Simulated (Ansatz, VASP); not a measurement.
## One calculation of Zr, two programs

```xyz
1
Lattice="-1.8309 1.8309 1.8309 1.8309 -1.8309 1.8309 1.8309 1.8309 -1.8309" Properties=species:S:1:pos:R:3 pbc="T T T"
Zr    0.0000    0.0000    0.0000
```

Alike in both runs: task single point; functional PBEsol; k mesh 14 × 14 × 14; occupations fermi-dirac, width 0.1 eV; no spin polarisation.

|  | VASP | Ansatz |
| --- | --- | --- |
| version | VASP 6.6.1 | Ansatz 0.2.0 |
| potentials or method | VASP PAW PBE potentials, release 64 (Zr_sv), cutoff 520 eV | plane waves (420 eV) with PAW, scalar-relativistic |
| valence electrons in the cell | 12 | 12 |

|  | VASP | Ansatz | Ansatz less VASP |
| --- | --- | --- | --- |
| pressure (GPa) | -8.8 | -8.8 | -0.05 |

VASP's potentials were made for PBE, not for PBEsol, and Ansatz warns of the same on its side.
